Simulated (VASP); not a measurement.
Write the native input for VASP 6.6.1 that does the following.

| Item | Value |
| --- | --- |
| Task | single point |
| Functional | r2SCAN |
| Potentials or basis | VASP PAW PBE potentials, release 64 (Ba_sv, Ti_sv, O) |
| Cutoff | 520 eV |
| k mesh | 8 × 8 × 8 |
| Occupations | gaussian, width 0.05 eV |
| Spin | no spin polarisation |
| Dipole correction | no |
| Further INCAR settings | ALGO = Normal; EDIFF = 1e-06; NBANDS = 28 |

Crystal: BaTiO3.

```
Ba Ti O
1.0
     3.99404    0.00000    0.00000
     0.00000    3.99404    0.00000
     0.00000    0.00000    3.75440
Ba Ti O
1 1 3
Direct
  0.50000 0.50000 0.50000
  0.00000 0.00000 0.00000
  0.50000 0.00000 0.00000
  0.00000 0.50000 0.00000
  0.00000 0.00000 0.50000
```

This cell differs from its parent crystal: strain -0.0600 x Voigt [0, 0, 1, 0, 0, 0].

One way to write it, as run:

POSCAR

```
BaTiO3
1.0
    3.9940382582      0.0000000000      0.0000000000
    0.0000000000      3.9940382582      0.0000000000
    0.0000000000      0.0000000000      3.7543959627
Ba Ti O
1 1 3
Direct
    0.5000000000      0.5000000000      0.5000000000
    0.0000000000      0.0000000000      0.0000000000
    0.5000000000      0.0000000000      0.0000000000
    0.0000000000      0.5000000000      0.0000000000
    0.0000000000      0.0000000000      0.5000000000
```

INCAR.step1

```
PREC     = Accurate       # precision mode
ENCUT    = 520            # plane-wave cutoff, eV
ISMEAR   = 0              # smearing method
SIGMA    = 0.05           # smearing width, eV
LREAL    = F              # projectors in reciprocal space
LASPH    = T              # aspherical terms in the spheres
NELM     = 80             # most SCF steps
NBANDS   = 28             # bands
GGA      = PE             # functional
ALGO     = Normal         # electronic algorithm
EDIFF    = 1E-4           # SCF threshold, eV
LWAVE    = T              # write WAVECAR
LCHARG   = F              # write CHGCAR
```

INCAR.step2

```
PREC     = Accurate       # precision mode
ENCUT    = 520            # plane-wave cutoff, eV
EDIFF    = 1E-6           # SCF threshold, eV
ISMEAR   = 0              # smearing method
SIGMA    = 0.05           # smearing width, eV
LREAL    = F              # projectors in reciprocal space
LASPH    = T              # aspherical terms in the spheres
NELM     = 80             # most SCF steps
ALGO     = Normal         # electronic algorithm
ISIF     = 2              # what is computed and relaxed
LWAVE    = F              # write WAVECAR
LCHARG   = T              # write CHGCAR
METAGGA  = R2SCAN         # meta-GGA
LMIXTAU  = T            
LELF     = T              # ELF
LVHAR    = T            
NBANDS   = 28             # bands
ISTART   = 1
```

KPOINTS

```
Automatic mesh
0
Gamma
  8 8 8
```

Potentials or basis: VASP PAW PBE potentials, release 64 (Ba_sv, Ti_sv, O).

The run is started by

```sh
$ cat potpaw_PBE.64/Ba_sv/POTCAR potpaw_PBE.64/Ti_sv/POTCAR potpaw_PBE.64/O/POTCAR > POTCAR
$ cp INCAR.step1 INCAR
$ mpirun -np 1 vasp_std > vasp.out
$ cp INCAR.step2 INCAR
$ mpirun -np 1 vasp_std > vasp.out
```

Results of the run:

* Pressure: 16.5 GPa
* Band gap on the k mesh: 2.13 eV (least direct gap 2.23 eV)

Caveat: the cell differs from its parent crystal (strain -0.0600 x Voigt [0, 0, 1, 0, 0, 0]); the stress differs along the axes, from 10 to 29 GPa; the PAW data sets were made with another functional, which shifts forces and pressure a little; spin-orbit coupling is left out, which moves the levels of the heavy elements.

Wall time 4.5 min on 1 thread of Intel(R) Xeon(R) Platinum 8559C (Emerald Rapids), on a shared host, peak memory 0.25 GiB.
